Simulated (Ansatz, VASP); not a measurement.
## AlRu4 in VASP and in Ansatz

```
CELL_PARAMETERS angstrom
2.70000 0.00000 0.00000
-1.35000 2.33827 0.00000
0.00000 0.00000 10.45000
ATOMIC_POSITIONS crystal
Al 0.00000 0.00000 0.00000
Ru 0.33333 0.66667 0.20000
Ru 0.66667 0.33333 0.80000
Ru 0.66667 0.33333 0.40000
Ru 0.33333 0.66667 0.60000
```

Alike in both runs: task relaxation of cell and atoms; functional PBE; k mesh 7 × 7 × 2; occupations gaussian, width 0.2 eV; no spin polarisation.

```csv
,VASP,Ansatz
version,VASP 6.6.1,Ansatz 0.2.0
potentials or method,"VASP PAW PBE potentials, release 64 (Al, Ru_pv), cutoff 600 eV","scalar-relativistic, plane waves, PAW"
valence electrons in the cell,59,67
```

Ansatz gave:

| Property | Result |
| --- | --- |
| gap on the k mesh at the Fermi level, each at its own relaxed structure (eV) | none |
| relaxed volume (Å³/atom) | 13.89 |
| relaxed cell length with the largest relative difference (Å) | 10.565 |

Task: Estimate VASP's values.

Result: gap on the k mesh at the Fermi level, each at its own relaxed structure (eV): none; relaxed volume (Å³/atom): 13.86; relaxed cell length with the largest relative difference (Å): 10.548.

A gap of «none» marks a metal or a gap that the smearing closes. VASP's potentials hold 59 valence electrons a cell and Ansatz's 67, so a difference there can come from the potentials and not from the codes.

The k mesh is coarse, so the values compare programs but aren't converged.
